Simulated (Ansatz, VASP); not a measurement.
## BiTe: VASP beside Ansatz

```
CELL_PARAMETERS angstrom
0.78855 3.67347 3.67347
3.67347 0.78855 3.67347
3.67347 3.67347 0.78855
ATOMIC_POSITIONS crystal
Bi 0.00000 0.00000 0.00000
Te 0.50000 0.50000 0.50000
```

Alike in both runs: task single point; functional r2SCAN; k mesh 14 × 14 × 14; occupations gaussian, width 0.15 eV; no spin polarisation.

|  | VASP | Ansatz |
| --- | --- | --- |
| version | VASP 6.6.1 | Ansatz 0.2.0 |
| potentials or method | VASP PAW PBE potentials, release 64 (Bi_d, Te), cutoff 520 eV | scalar-relativistic, plane waves, PAW |
| valence electrons in the cell | 21 | 31 |

```tsv
	VASP	Ansatz	Ansatz less VASP
gap on the k mesh at the Fermi level (eV)	none	none	-
pressure (GPa)	-2.7	-2.7	+0.02
traceless stress, the component that is largest in VASP (GPa)	-2.38	-2.38	+0.001
```

VASP's potentials were made for PBE, not for r2SCAN. A gap of «none» marks a metal or a gap that the smearing closes. With one functional, cell and mesh, what is left measures potentials, basis and numerics. VASP's potentials hold 21 valence electrons a cell and Ansatz's 31, so a difference there can come from the potentials and not from the codes.

Spin-orbit coupling is off throughout.
